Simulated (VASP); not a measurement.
# CuO (P6_3/mmc) in VASP: settings compared, part 2 of 2

VASP 6.6.1.

## (5) Single point, PBE

This run uses another cell than the first one, of 9.31 Å³/atom.

The input, INCAR:

```
SYSTEM = CuO
ALGO = Normal ; EDIFF = 1E-6
ENCUT = 520 ; GGA = PE
ISIF = 2 ; ISMEAR = -1
LASPH = .TRUE. ; LCHARG = .FALSE.
LREAL = .FALSE. ; LWAVE = .FALSE.
NBANDS = 25 ; NELM = 80
PREC = Accurate ; SIGMA = 0.05
```

The input, KPOINTS:

```
k-points
0
G
  10 10 6
  0 0 0
```

The input, POSCAR:

```
CuO
1.0
    3.1365611688      0.0000000000      0.0000000000
   -1.5682805844      2.7163416559      0.0000000000
    0.0000000000      0.0000000000      4.3715983782
Cu O
2 2
Direct
    0.0000000000      0.0000000000      0.0000000000
    0.0000000000      0.0000000000      0.5000000000
    0.3333333333      0.6666666667      0.2500000000
    0.6666666667      0.3333333333      0.7500000000
```

Potentials or basis: VASP PAW PBE potentials, release 64 (Cu, O).

Started as:

```sh
> cat potpaw_PBE.64/Cu/POTCAR potpaw_PBE.64/O/POTCAR > POTCAR
> mpirun -np 1 vasp_std > vasp.out
```

OUTCAR:

```text
SYSTEM = CuO
   EDIFF = 1E-6
   ENCUT = 520
   GGA = PE
   ISIF = 2
   ISMEAR = -1
   LASPH = .TRUE.
   LREAL = .FALSE.
   NELM = 80
   PREC = Accurate

 ion  position               nearest neighbor table
   1  0.000  0.000  0.000-   3 2.12   4 2.12   4 2.12   3 2.12   4 2.12   3 2.12   2 2.19   2 2.19

   2  0.000  0.000  0.500-   3 2.12   4 2.12   4 2.12   3 2.12   4 2.12   3 2.12   1 2.19   1 2.19

   3  0.333  0.667  0.250-   1 2.12   2 2.12   1 2.12   2 2.12   1 2.12   2 2.12
   4  0.667  0.333  0.750-   1 2.12   2 2.12   1 2.12   2 2.12   1 2.12   2 2.12

  LATTYP: Found a hexagonal cell.
 ALAT       =     3.1365611688
[... 874 lines left out ...]
  -------------------------------------------------------------------------------------
  Total       -0.4961237     -0.4961237     11.6845251      0.0000000      0.0000000      0.0000000
  in kB      -21.3413638    -21.3413639    502.6240187      0.0000000      0.0000000      0.0000000
  external PRESSURE =     153.3137637 kB  Pullay stress =       0.0000000 kB

 VOLUME and BASIS-vectors are now :
 -----------------------------------------------------------------------------
  energy-cutoff  :      520.00
  volume of cell :       37.25
      direct lattice vectors                 reciprocal lattice vectors
     3.136561169  0.000000000  0.000000000     0.318820500  0.184071101  0.000000000
    -1.568280584  2.716341656  0.000000000     0.000000000  0.368142203  0.000000000
     0.000000000  0.000000000  4.371598378     0.000000000  0.000000000  0.228749284

 POSITION                                       TOTAL-FORCE (eV/Angst)
 -----------------------------------------------------------------------------------
      0.00000      0.00000      0.00000        -0.000000     -0.000000      0.000000
      0.00000      0.00000      2.18580        -0.000000     -0.000000      0.000000
     -0.00000      1.81089      1.09290        -0.000000      0.000000      0.000000
      1.56828      0.90545      3.27870         0.000000     -0.000000      0.000000
 -----------------------------------------------------------------------------------
    total drift:                               -0.000000      0.000000      0.000000

  FREE ENERGIE OF THE ION-ELECTRON SYSTEM (eV)
  ---------------------------------------------------
  free  energy   TOTEN  =       -18.0286209583 eV

  energy  without entropy=      -18.0023196402  energy(sigma->0) =      -18.01547030
```

OSZICAR:

```text
N       E                     dE             d eps       ncg     rms          rms(c)
DAV:   1     0.282466131688E+03    0.28247E+03   -0.16546E+04  3112   0.222E+03
DAV:   2     0.893211954469E+01   -0.27353E+03   -0.25421E+03  2852   0.403E+02
DAV:   3    -0.224930512453E+02   -0.31425E+02   -0.29530E+02  3384   0.148E+02
DAV:   4    -0.235441606968E+02   -0.10511E+01   -0.10396E+01  3528   0.297E+01
DAV:   5    -0.235600513897E+02   -0.15891E-01   -0.15885E-01  3463   0.339E+00    0.160E+01
DAV:   6    -0.213053771367E+02    0.22547E+01   -0.30732E+01  3953   0.142E+02    0.130E+01
DAV:   7    -0.179873960446E+02    0.33180E+01   -0.89108E+00  3376   0.111E+02    0.246E+00
DAV:   8    -0.180792605679E+02   -0.91865E-01   -0.12851E+00  2958   0.817E+00    0.179E+00
DAV:   9    -0.180356257037E+02    0.43635E-01   -0.45800E-02  4719   0.774E+00    0.791E-01
DAV:  10    -0.180295558077E+02    0.60699E-02   -0.15048E-02  4419   0.236E+00    0.422E-01
DAV:  11    -0.180285895107E+02    0.96630E-03   -0.67810E-03  3734   0.725E-01    0.114E-01
DAV:  12    -0.180285836224E+02    0.58882E-05   -0.27649E-04  4480   0.332E-01    0.558E-02
DAV:  13    -0.180286204783E+02   -0.36856E-04   -0.70406E-05  3834   0.170E-01    0.101E-02
DAV:  14    -0.180286214008E+02   -0.92243E-06   -0.14223E-05  4351   0.628E-02    0.634E-03
DAV:  15    -0.180286209583E+02    0.44248E-06   -0.81476E-07  2010   0.252E-02
   1 F= -.18028621E+02 E0= -.18015470E+02  d E =-.263013E-01
```

stdout:

```text
POSCAR found type information on POSCAR CuO
 POSCAR found :  2 types and       4 ions
 scaLAPACK will be used
 LDA part: xc-table for (Slater+PW92), standard interpolation
 POSCAR, INCAR and KPOINTS ok, starting setup
 FFT: planning ... GRIDC
 FFT: planning ... GRID_SOFT
 FFT: planning ... GRID
 WAVECAR not read
 entering main loop
```

It took 77 s on 1 thread of AMD EPYC 7R43 (Zen 3), shared host; peak memory 0.14 GiB.

Results:

```yaml
Free_energy: -18.0286 eV
Pressure: 15.3 GPa
Band_gap_on_the_k_mesh: zero (bands 17 and 18 overlap by 1.18 eV)
```

Levels at points of the mesh, in eV from the Fermi level:
| k point | band 15 | band 16 | band 17 | band 18 | band 19 | band 20 |
| --- | --- | --- | --- | --- | --- | --- |
| (0.00, 0.00, 0.00) | -1.51 | -0.12 | 0.63 | 0.63 | 1.63 | 5.12 |
| (0.50, 0.00, 0.00) | -1.54 | -1.28 | 0.38 | 0.50 | 6.80 | 7.07 |
| (0.00, 0.00, 0.50) | -0.16 | -0.16 | -0.16 | -0.16 | 4.39 | 4.39 |
| (0.50, 0.00, 0.50) | -0.58 | -0.58 | -0.55 | -0.55 | 6.11 | 6.11 |

Caveat: the cell stands under pressure; semilocal functionals often make such compounds metallic where correlation or magnetic order opens a gap, which also shifts bond lengths.

## (6) Single point, PBE

This run uses another cell than the first one, of 9.51 Å³/atom.

The input, INCAR:

```
SYSTEM = CuO
PREC = Accurate ; ENCUT = 520
EDIFF = 1E-6 ; ISMEAR = -1
SIGMA = 0.05 ; LREAL = .False.
LASPH = .True. ; NELM = 60
ALGO = Normal ; ISIF = 2
LWAVE = .False. ; LCHARG = .False.
GGA = PE ; NBANDS = 25
```

The input, KPOINTS:

```
regular mesh
0
Gamma
  10 10 6
  0 0 0
```

The input, POSCAR:

```
CuO
1.0
    3.1581933087      0.0000000000      0.0000000000
   -1.5790966543      2.7350756386      0.0000000000
    0.0000000000      0.0000000000      4.4017482853
Cu O
2 2
Direct
    0.0000000000      0.0000000000      0.0000000000
    0.0000000000      0.0000000000      0.5000000000
    0.3333333333      0.6666666667      0.2500000000
    0.6666666667      0.3333333333      0.7500000000
```

Potentials or basis: VASP PAW PBE potentials, release 64 (Cu, O).

Started as:

```sh
> cat potpaw_PBE.64/Cu/POTCAR potpaw_PBE.64/O/POTCAR > POTCAR
> mpirun -np 1 vasp_std > vasp.out
```

OUTCAR:

```text
SYSTEM = CuO
   PREC = Accurate
   ENCUT = 520
   EDIFF = 1E-6
   ISMEAR = -1
   LREAL = .False.
   LASPH = .True.
   NELM = 60
   ISIF = 2
   GGA = PE

 ion  position               nearest neighbor table
   1  0.000  0.000  0.000-   3 2.13   4 2.13   4 2.13   3 2.13   4 2.13   3 2.13   2 2.20   2 2.20

   2  0.000  0.000  0.500-   3 2.13   4 2.13   4 2.13   3 2.13   4 2.13   3 2.13   1 2.20   1 2.20

   3  0.333  0.667  0.250-   1 2.13   2 2.13   1 2.13   2 2.13   1 2.13   2 2.13
   4  0.667  0.333  0.750-   1 2.13   2 2.13   1 2.13   2 2.13   1 2.13   2 2.13

  LATTYP: Found a hexagonal cell.
 ALAT       =     3.1581933087
 C/A-ratio  =     1.3937551806

  Lattice vectors:

 A1 = (   3.1581933087,   0.0000000000,   0.0000000000)
 A2 = (  -1.5790966543,   2.7350756386,   0.0000000000)
 A3 = (   0.0000000000,   0.0000000000,   4.4017482853)

Analysis of symmetry for initial positions (statically):
=====================================================================
 Subroutine PRICEL returns:
 Original cell was already a primitive cell.

 Routine SETGRP: Setting up the symmetry group for a
 hexagonal supercell.

 Subroutine GETGRP returns: Found 24 space group operations
 (whereof 12 operations were pure point group operations)
 out of a pool of 24 trial point group operations.

The static configuration has the point symmetry D_3d.
 The point group associated with its full space group is D_6h.

Analysis of symmetry for dynamics (positions and initial velocities):
=====================================================================
 Subroutine PRICEL returns:
 Original cell was already a primitive cell.

 Routine SETGRP: Setting up the symmetry group for a
 hexagonal supercell.

 Subroutine GETGRP returns: Found 24 space group operations
 (whereof 12 operations were pure point group operations)
[... 123 lines left out ...]
   EFERMI_NEDOS =   21; number of points for ismear=-14 and -15
   IALGO  =     38    algorithm
   IMIX   =      4    mixing-type and parameters
     AMIX     =   0.40;   BMIX     =  1.00
     AMIX_MAG =   1.60;   BMIX_MAG =  1.00
  volume/ion in A,a.u.               =       9.51        64.15
  Fermi-wavevector in a.u.,A,eV,Ry     =   1.577212  2.980498 33.845818  2.487597
  Thomas-Fermi vector in A             =   2.677928
   LORBIT       =      0    0 simple, 1 ext, 2 COOP (PROOUT), +10 PAW based schemes
   GGA     = PE    functional components
   LHFCALC =     F    Hartree Fock is set to
   AEXX    =    0.0000 exact exchange contribution
   IVDW    =     0    specifies the selected vdW correction
   LEPSILON=     F    determine dielectric tensor
   LRPA    =     F    only Hartree local field effects (RPA)
 non-spin polarized calculation
  energy-cutoff  :      520.00
  volume of cell :       38.02
 maximum number of plane-waves:      1038
 NGX is ok and might be reduce to    24
   NGX = 11   NGY = 11   NGZ = 17

 number of electron      33.9999979 magnetization

 Free energy of the ion-electron system (eV)
  ---------------------------------------------------
  ext. energy  EPLUGINS =         0.00000000
  ---------------------------------------------------
  free energy    TOTEN  =       -18.09239129 eV

  energy without entropy =      -18.06541797  energy(sigma->0) =      -18.07890463

 E-fermi :   6.0043     XC(G=0): -12.3294

 val. band max:        5.9888621556   @ k =   0.2000   0.2000   0.5000
 cond. band min:       6.0215527266   @ k =   0.3000  -0.0000   0.0000
 fundamental gap:      0.0326905710
 Fermi energy:         6.0043418511

 k-point     1 :       0.0000    0.0000    0.0000
  band No.  band energies     occupation
      1     -13.4022      2.00000
      2     -11.7660      2.00000
      3      -0.7130      2.00000
      4       0.5085      2.00000
      5       0.5085      2.00000
      6       1.6346      2.00000
[... 661 lines left out ...]
     24      18.8615      0.00000
     25      19.7683      0.00000

 [... further k-points ...]

------------------------ aborting loop because EDIFF is reached ----------------------------------------

  FORCE on cell =-STRESS in cart. coord.  units (eV):
  Direction    XX          YY          ZZ          XY          YZ          ZX
  --------------------------------------------------------------------------------------
  -------------------------------------------------------------------------------------
  Total       -1.3878055     -1.3878055     10.4040423     -0.0000000      0.0000000     -0.0000000
  in kB      -58.4798090    -58.4798092    438.4089759     -0.0000000      0.0000000     -0.0000000
  external PRESSURE =     107.1497859 kB  Pullay stress =       0.0000000 kB

 VOLUME and BASIS-vectors are now :
 -----------------------------------------------------------------------------
  energy-cutoff  :      520.00
  volume of cell :       38.02
      direct lattice vectors                 reciprocal lattice vectors
     3.158193309  0.000000000  0.000000000     0.316636729  0.182810301  0.000000000
    -1.579096654  2.735075639  0.000000000     0.000000000  0.365620601  0.000000000
     0.000000000  0.000000000  4.401748285     0.000000000  0.000000000  0.227182459

 POSITION                                       TOTAL-FORCE (eV/Angst)
 -----------------------------------------------------------------------------------
      0.00000      0.00000      0.00000         0.000000      0.000000      0.000000
      0.00000      0.00000      2.20087         0.000000      0.000000      0.000000
     -0.00000      1.82338      1.10044         0.000000     -0.000000      0.000000
      1.57910      0.91169      3.30131        -0.000000      0.000000      0.000000
 -----------------------------------------------------------------------------------
    total drift:                               -0.000000      0.000000      0.000000

  FREE ENERGIE OF THE ION-ELECTRON SYSTEM (eV)
  ---------------------------------------------------
  free  energy   TOTEN  =       -18.0923912948 eV

  energy  without entropy=      -18.0654179746  energy(sigma->0) =      -18.07890463
```

It took 86 s on 1 thread of AMD EPYC 7R43 (Zen 3), shared host; peak memory 0.14 GiB.

Results:

| Item | Value |
| --- | --- |
| Free energy | -18.0924 eV |
| Pressure | 10.7 GPa |
| Band gap on the k mesh | zero (bands 17 and 18 overlap by 1.16 eV) |

Levels at points of the mesh, in eV from the Fermi level:
| k point | band 15 | band 16 | band 17 | band 18 | band 19 | band 20 |
| --- | --- | --- | --- | --- | --- | --- |
| (0.00, 0.00, 0.00) | -1.48 | -0.13 | 0.61 | 0.61 | 1.53 | 5.10 |
| (0.50, 0.00, 0.00) | -1.51 | -1.25 | 0.36 | 0.49 | 6.74 | 6.92 |
| (0.00, 0.00, 0.50) | -0.15 | -0.15 | -0.15 | -0.15 | 4.29 | 4.29 |
| (0.50, 0.00, 0.50) | -0.56 | -0.56 | -0.55 | -0.55 | 6.02 | 6.02 |

Caveat: the cell stands under pressure; semilocal functionals often make such compounds metallic where correlation or magnetic order opens a gap, which also shifts bond lengths.

## (7) The runs side by side

| task | level | potentials or basis | cell | k mesh | cutoff (eV) | gap on the mesh (eV) | pressure (GPa) | relaxed volume (Å³/atom) |
| --- | --- | --- | --- | --- | --- | --- | --- | --- |
| relaxation of cell and atoms | PBE | VASP PAW PBE potentials, release 64 (Cu, O) | relaxed from a = 3.180, b = 3.180, c = 4.431 Å, angles 90.0, 90.0, 120.0°, 4 atoms | 8 × 8 × 5 | 600 | none | 0.0 | 9.70 |
| relaxation of cell and atoms | PBEsol | VASP PAW PBE potentials, release 64 (Cu, O) | relaxed from a = 3.180, b = 3.180, c = 4.431 Å, angles 90.0, 90.0, 120.0°, 4 atoms | 8 × 8 × 5 | 600 | none | 0.0 | 9.24 |
| relaxation of cell and atoms | LDA | VASP PAW LDA potentials, release 64 (Cu, O) | relaxed from a = 3.180, b = 3.180, c = 4.431 Å, angles 90.0, 90.0, 120.0°, 4 atoms | 8 × 8 × 5 | 600 | none | 0.0 | 8.91 |
| single point | PBE | VASP PAW PBE potentials, release 64 (Cu, O) | a = 3.137, b = 3.137, c = 4.372 Å, angles 90.0, 90.0, 120.0°, 4 atoms | 10 × 10 × 6 | 520 | none | 15.3 | - |
| single point | PBE | VASP PAW PBE potentials, release 64 (Cu, O) | a = 3.158, b = 3.158, c = 4.402 Å, angles 90.0, 90.0, 120.0°, 4 atoms | 10 × 10 × 6 | 520 | none | 10.7 | - |

Alike in all rows: no spin polarisation; smearing fermi-dirac 0.05 eV.

Caveats: semilocal functionals often make such compounds metallic where correlation or magnetic order opens a gap, which also shifts bond lengths; the cell stands under pressure (at least some runs); the PAW data sets were made with another functional, which shifts forces and pressure a little (at least some runs).

Absolute energies hang on the potentials; compare differences alone.
